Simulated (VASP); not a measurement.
# InSe (P3m1) in VASP: further runs

Runs on InSe. Level: PBEsol. Tasks: single point.

Everything below comes from runs of VASP 6.6.1. Logs are shortened: lines on timing, memory, paths and dates and some standing lists are left out, and cuts for length are marked.

## (1) The cell of the first run

The structure is trigonal, space group P3m1 (No. 156). The conventional cell has a = 4.000 Å, b = 4.000 Å, c = 25.950 Å, α = 90.00°, β = 90.00°, γ = 120.00°. Within 3.5 Å of In (site symmetry 3m) lie 3 Se at 2.64 Å and 1 In at 2.80 Å. In (site symmetry 3m) has 3 Se at 2.64 Å and 1 In at 2.80 Å within 3.5 Å. In (site symmetry 3m) has 3 Se at 2.64 Å and 1 In at 2.80 Å within 3.5 Å. Within 3.5 Å of In (site symmetry 3m) lie 3 Se at 2.64 Å and 1 In at 2.80 Å. In (site symmetry 3m) has 3 Se at 2.64 Å and 1 In at 2.80 Å within 3.5 Å. In (site symmetry 3m) has 3 Se at 2.64 Å and 1 In at 2.80 Å within 3.5 Å. Se (site symmetry 3m) has 3 In at 2.64 Å within 3.5 Å. Se (site symmetry 3m) has 3 In at 2.64 Å within 3.5 Å.

## (2) Single point, PBEsol (the distance across one plane changed)

INCAR

```
  PREC = Accurate
  ENCUT = 500
  EDIFF = 1E-6
  ISMEAR = 0
  SIGMA = 0.03
  LREAL = False
  LASPH = True
  NELM = 120
  ALGO = Normal
  ISIF = 2
  LWAVE = False
  LCHARG = True
  GGA = PS
  LELF = True
  LVHAR = True
  NBANDS = 69
  GGA_COMPAT = False
```

KPOINTS

```
regular mesh
0
Gamma
  10 10 2
```

POSCAR

```
InSe
1.0
   -1.9999996503     -3.4641010095      0.0000000000
    1.9999996503     -3.4641010095      0.0000000000
    0.0000000000      0.0000000000     25.9500100000
In Se
6 6
Direct
    0.0000000000      0.0000000000      0.7472981811
    0.3333333333      0.3333333333      0.1063219348
    0.6666666667      0.6666666667      0.4268100580
    1.0000000000      1.0000000000      0.8551744833
    0.3333333333      0.3333333333      0.2141982371
    0.6666666667      0.6666666667      0.5346863602
    1.0000000000      1.0000000000      0.3776151311
    0.3333333333      0.3333333333      0.6981032542
    0.6666666667      0.6666666667      0.0571270079
    1.0000000000      1.0000000000      0.5838492383
    0.3333333333      0.3333333333      0.9043373614
    0.6666666667      0.6666666667      0.2633611152
```

Potentials or basis: VASP PAW PBE potentials, release 64 (In_d, Se).

The run is started by

```
$ cat potpaw_PBE.64/In_d/POTCAR potpaw_PBE.64/Se/POTCAR > POTCAR
$ mpirun -np 1 vasp_std > vasp.out
```

OUTCAR:

```text
PREC = Accurate
   ENCUT = 500
   EDIFF = 1E-6
   ISMEAR = 0
   LREAL = False
   LASPH = True
   NELM = 120
   ISIF = 2
   GGA = PS

 ion  position               nearest neighbor table
   1  0.000  0.000  0.747-   8 2.64   8 2.64   8 2.64   4 2.80
   2  0.333  0.333  0.106-   9 2.64   9 2.64   9 2.64   5 2.80
   3  0.667  0.667  0.427-   7 2.64   7 2.64   7 2.64   6 2.80
   4  0.000  0.000  0.855-  11 2.64  11 2.64  11 2.64   1 2.80
   5  0.333  0.333  0.214-  12 2.64  12 2.64  12 2.64   2 2.80
   6  0.667  0.667  0.535-  10 2.64  10 2.64  10 2.64   3 2.80
   7  0.000  0.000  0.378-   3 2.64   3 2.64   3 2.64
   8  0.333  0.333  0.698-   1 2.64   1 2.64   1 2.64
   9  0.667  0.667  0.057-   2 2.64   2 2.64   2 2.64
  10  0.000  0.000  0.584-   6 2.64   6 2.64   6 2.64
  11  0.333  0.333  0.904-   4 2.64   4 2.64   4 2.64
  12  0.667  0.667  0.263-   5 2.64   5 2.64   5 2.64

  LATTYP: Found a hexagonal cell.
 ALAT       =     3.9999993007
 C/A-ratio  =     6.4875036343

  Lattice vectors:

 A1 = (  -1.9999996503,   3.4641010095,   0.0000000000)
 A2 = (  -1.9999996503,  -3.4641010095,   0.0000000000)
 A3 = (   0.0000000000,   0.0000000000,  25.9500100000)

Analysis of symmetry for initial positions (statically):
=====================================================================
 Subroutine PRICEL returns:
 Original cell was already a primitive cell.

 Routine SETGRP: Setting up the symmetry group for a
 hexagonal supercell.

 Subroutine GETGRP returns: Found  6 space group operations
 (whereof  6 operations were pure point group operations)
 out of a pool of 24 trial point group operations.

The static configuration has the point symmetry C_3v.

Analysis of symmetry for dynamics (positions and initial velocities):
=====================================================================
 Subroutine PRICEL returns:
 Original cell was already a primitive cell.

 Routine SETGRP: Setting up the symmetry group for a
 hexagonal supercell.

 Subroutine GETGRP returns: Found  6 space group operations
 (whereof  6 operations were pure point group operations)
 out of a pool of 24 trial point group operations.

The dynamic configuration has the point symmetry C_3v.

 Subroutine INISYM returns: Found  6 space group operations
 (whereof  6 operations are pure point group operations),
 and found     1 'primitive' translations

----------------------------------------------------------------------------------------

                                     Primitive cell

  volume of cell :     359.5738

  direct lattice vectors                    reciprocal lattice vectors
    -1.999999650 -3.464101010  0.000000000    -0.250000044 -0.144337593  0.000000000
     1.999999650 -3.464101010  0.000000000     0.250000044 -0.144337593  0.000000000
     0.000000000  0.000000000 25.950010000     0.000000000  0.000000000  0.038535631

  length of vectors
     3.999999301  3.999999301 25.950010000     0.288675185  0.288675185  0.038535631

  position of ions in fractional coordinates (direct lattice)
     0.000000000  0.000000000  0.747298181
     0.333333333  0.333333333  0.106321935
     0.666666667  0.666666667  0.426810058
     0.000000000  0.000000000  0.855174483
     0.333333333  0.333333333  0.214198237
     0.666666667  0.666666667  0.534686360
     0.000000000  0.000000000  0.377615131
     0.333333333  0.333333333  0.698103254
     0.666666667  0.666666667  0.057127008
     0.000000000  0.000000000  0.583849238
     0.333333333  0.333333333  0.904337361
     0.666666667  0.666666667  0.263361115

  ion indices of the primitive-cell ions
   primitive index   ion index
                 1           1
                 2           2
                 3           3
                 4           4
                 5           5
                 6           6
                 7           7
                 8           8
                 9           9
                10          10
                11          11
                12          12

----------------------------------------------------------------------------------------

 KPOINTS: regular mesh

Automatic generation of k-mesh.
 Grid dimensions read from file:
 generate k-points for:   10   10    2

 Generating k-lattice:

  Cartesian coordinates                     Fractional coordinates (reciprocal lattice)
    -0.025000004 -0.014433759  0.000000000     0.100000000  0.000000000  0.000000000
     0.025000004 -0.014433759  0.000000000     0.000000000  0.100000000  0.000000000
     0.000000000  0.000000000  0.019267815     0.000000000  0.000000000  0.500000000

  Length of vectors
     0.028867519  0.028867519  0.019267815

  Shift w.r.t. Gamma in fractional coordinates (k-lattice)
     0.000000000  0.000000000  0.000000000

 Subroutine IBZKPT returns following result:
 ===========================================

 Found     28 irreducible k-points:

 Following reciprocal coordinates:
            Coordinates               Weight
  0.000000  0.000000  0.000000      1.000000
  0.100000  0.000000  0.000000      6.000000
  0.200000  0.000000  0.000000      6.000000
  0.300000  0.000000  0.000000      6.000000
  0.400000 -0.000000  0.000000      6.000000
  0.500000  0.000000  0.000000      3.000000
[... 16 lines left out ...]
  0.400000  0.100000  0.500000     12.000000
  0.500000  0.100000  0.500000     12.000000
 [... further k-points ...]
   k-points           NKPTS =     28   k-points in BZ     NKDIM =     28   number of bands    NBANDS=     69
   number of dos      NEDOS =    301   number of ions     NIONS =     12
   total plane-waves  NPLWV = 172800
   dimension x,y,z NGX =    30 NGY =   30 NGZ =  192
   dimension x,y,z NGXF=    60 NGYF=   60 NGZF=  384
   ions per type =               6   6
   NGX,Y,Z   is equivalent  to a cutoff of  12.47, 12.47, 12.30 a.u.
   NGXF,Y,Z  is equivalent  to a cutoff of  24.94, 24.94, 24.60 a.u.
 SYSTEM =  unknown system
   PREC   = accura    normal or accurate (medium, high low for compatibility)
   ISTART =      0    job   : 0-new  1-cont  2-samecut
   ICHARG =      2    charge: 1-file 2-atom 10-const
   ISPIN  =      1    spin polarized calculation?
   LNONCOLLINEAR =      F non collinear calculations
   LSORBIT =      F    spin-orbit coupling
   LASPH  =      T    aspherical Exc in radial PAW
   ENCUT  =  500.0 eV  36.75 Ry    6.06 a.u.   7.29  7.29 47.31*2*pi/ulx,y,z
   NELM   =    120;   NELMIN=  2; NELMDL= -5     # of ELM steps
   EDIFF  = 0.1E-05   stopping-criterion for ELM
   LREAL  =      F    real-space projection
   EDIFFG = 0.1E-04   stopping-criterion for IOM
   NSW    =      0    number of steps for IOM
   IBRION =     -1    ionic relax: 0-MD 1-quasi-New 2-CG
   NFREE  =      0    steps in history (QN), initial steepest desc. (CG)
   ISIF   =      2    stress and relaxation
   ISYM   =      2    0-nonsym 1-usesym 2-fastsym
   POTIM  = 0.5000    time-step for ionic-motion
   TEBEG  =    0.0;   TEEND  =   0.0 temperature during run
   PSTRESS=    0.0 pullay stress
   NELECT =     114.0000    total number of electrons
   NUPDOWN=      -1.0000    fix difference up-down
   EMIN   =  10.00;   EMAX   =-10.00  energy-range for DOS
   EFERMI =   0.00;   METHOD = LEGACY
   ISMEAR =     0;   SIGMA  =   0.03  broadening in eV -4-tet -1-fermi 0-gaus
   EFERMI_NEDOS =   21; number of points for ismear=-14 and -15
   IALGO  =     38    algorithm
   IMIX   =      4    mixing-type and parameters
     AMIX     =   0.40;   BMIX     =  1.00
     AMIX_MAG =   1.60;   BMIX_MAG =  1.00
  volume/ion in A,a.u.               =      29.96       202.21
  Fermi-wavevector in a.u.,A,eV,Ry     =   1.116299  2.109499 16.954532  1.246123
  Thomas-Fermi vector in A             =   2.252911
   LORBIT       =      0    0 simple, 1 ext, 2 COOP (PROOUT), +10 PAW based schemes
   GGA     = PS    functional components
   LHFCALC =     F    Hartree Fock is set to
   AEXX    =    0.0000 exact exchange contribution
   IVDW    =     0    specifies the selected vdW correction
   LEPSILON=     F    determine dielectric tensor
   LRPA    =     F    only Hartree local field effects (RPA)
 non-spin polarized calculation
 Gauss-broadening in eV      SIGMA  =   0.03
  energy-cutoff  :      500.00
  volume of cell :      359.57
 maximum number of plane-waves:      9226
 NGX is ok and might be reduce to    30
   NGX = 15   NGY = 15   NGZ = 95

 number of electron     113.9999974 magnetization

 Free energy of the ion-electron system (eV)
  ---------------------------------------------------
  ext. energy  EPLUGINS =         0.00000000
  ---------------------------------------------------
  free energy    TOTEN  =       -46.76097029 eV

  energy without entropy =      -46.76097029  energy(sigma->0) =      -46.76097029

 E-fermi :   3.7580     XC(G=0):  -8.9363

 val. band max:        3.6125195207   @ k =   0.0000   0.0000   0.5000
 cond. band min:       4.1442904679   @ k =   0.0000   0.0000   0.5000
 fundamental gap:      0.5317709472
 Fermi energy:         3.7579907644

 k-point     1 :       0.0000    0.0000    0.0000
  band No.  band energies     occupation
      1     -10.9935      2.00000
      2     -10.9856      2.00000
      3     -10.9788      2.00000
      4     -10.8086      2.00000
      5     -10.8086      2.00000
      6     -10.8015      2.00000
[... 61 lines left out ...]
     68       8.0838      0.00000
     69       8.0838      0.00000

 k-point     2 :       0.1000    0.0000    0.0000
  band No.  band energies     occupation
      1     -10.9953      2.00000
      2     -10.9873      2.00000
      3     -10.9805      2.00000
      4     -10.8495      2.00000
      5     -10.8406      2.00000
      6     -10.8338      2.00000
[... 1573 lines left out ...]
     68       7.8874      0.00000
     69       7.9119      0.00000

 k-point    24 :       0.5000    0.1000    0.5000
  band No.  band energies     occupation
      1     -11.1497      2.00000
      2     -11.1385      2.00000
      3     -11.1322      2.00000
      4     -11.0530      2.00000
      5     -11.0413      2.00000
      6     -11.0346      2.00000
[... 61 lines left out ...]
     68       7.6926      0.00000
     69       7.8086      0.00000

 [... further k-points ...]

------------------------ aborting loop because EDIFF is reached ----------------------------------------

  FORCE on cell =-STRESS in cart. coord.  units (eV):
  Direction    XX          YY          ZZ          XY          YZ          ZX
  --------------------------------------------------------------------------------------
  -------------------------------------------------------------------------------------
  Total        0.8023896      0.8023896     -0.4446669      0.0000000     -0.0000000      0.0000000
  in kB        3.5752619      3.5752619     -1.9813326      0.0000000     -0.0000000      0.0000000
  external PRESSURE =       1.7230638 kB  Pullay stress =       0.0000000 kB

 VOLUME and BASIS-vectors are now :
 -----------------------------------------------------------------------------
  energy-cutoff  :      500.00
  volume of cell :      359.57
      direct lattice vectors                 reciprocal lattice vectors
    -1.999999650 -3.464101010  0.000000000    -0.250000044 -0.144337593  0.000000000
     1.999999650 -3.464101010  0.000000000     0.250000044 -0.144337593  0.000000000
     0.000000000  0.000000000 25.950010000     0.000000000  0.000000000  0.038535631

 POSITION                                       TOTAL-FORCE (eV/Angst)
 -----------------------------------------------------------------------------------
      0.00000      0.00000     19.39240         0.000000      0.000000      0.182978
      0.00000     -2.30940      2.75906        -0.000000     -0.000000      0.154118
      0.00000     -4.61880     11.07573        -0.000000     -0.000000      0.175564
      0.00000      0.00000     22.19179        -0.000000     -0.000000     -0.158848
      0.00000     -2.30940      5.55845         0.000000      0.000000     -0.183712
      0.00000     -4.61880     13.87512        -0.000000     -0.000000     -0.175329
      0.00000      0.00000      9.79912         0.000000      0.000000     -0.029070
      0.00000     -2.30940     18.11579        -0.000000      0.000000     -0.031367
      0.00000     -4.61880      1.48245         0.000000      0.000000     -0.066944
      0.00000      0.00000     15.15089         0.000000      0.000000      0.029204
      0.00000     -2.30940     23.46756         0.000000      0.000000      0.071822
      0.00000     -4.61880      6.83422         0.000000      0.000000      0.031584
 -----------------------------------------------------------------------------------
    total drift:                                0.000000      0.000000      0.000797

  FREE ENERGIE OF THE ION-ELECTRON SYSTEM (eV)
  ---------------------------------------------------
  free  energy   TOTEN  =       -46.7609702923 eV

  energy  without entropy=      -46.7609702923  energy(sigma->0) =      -46.76097029
```

Run time: 24 min. Hardware: 1 thread of Oxide Virtual Turin-like, shared host; peak memory 0.7 GiB.

What came out:

- Free energy: -46.7610 eV
- Pressure: 0.2 GPa
- Largest force: 0.184 eV/Å
- Band gap on the k mesh: 0.53 eV

Forces on the atoms (eV/Å):
```
In   0.000  0.000  0.183
In   0.000  0.000  0.154
In   0.000  0.000  0.176
In   0.000  0.000 -0.159
In   0.000  0.000 -0.184
In   0.000  0.000 -0.175
Se   0.000  0.000 -0.029
Se   0.000  0.000 -0.031
Se   0.000  0.000 -0.067
Se   0.000  0.000  0.029
Se   0.000  0.000  0.072
Se   0.000  0.000  0.032
```

Stress tensor (GPa, compression positive):
```
 0.36  0.00  0.00
 0.00  0.36  0.00
 0.00  0.00 -0.20
```

Levels at points of the mesh, in eV from the valence-band top:
| k point | band 54 | band 55 | band 56 | band 57 | band 58 | band 59 | band 60 | band 61 |
| --- | --- | --- | --- | --- | --- | --- | --- | --- |
| (0.00, 0.00, 0.00) | -0.99 | -0.99 | -0.60 | -0.33 | 0.83 | 1.08 | 1.71 | 2.13 |
| (0.50, 0.00, 0.00) | -1.91 | -1.61 | -1.57 | -1.43 | 1.29 | 1.36 | 1.53 | 1.74 |
| (0.00, 0.00, 0.50) | -0.99 | -0.99 | -0.94 | 0.00 | 0.53 | 1.34 | 1.60 | 2.16 |
| (0.50, 0.00, 0.50) | -1.92 | -1.59 | -1.55 | -1.46 | 1.29 | 1.36 | 1.56 | 1.72 |

Caveat: the cell differs from its parent crystal (the distance across one plane changed); the PAW data sets were made with another functional, which shifts forces and pressure a little; spin-orbit coupling is left out, which moves the levels of the heavy elements; this functional lacks dispersion, which binds layers or chains, so the pressure and a relaxed spacing across them are unreliable.

(Continued in part 2 of 2.)
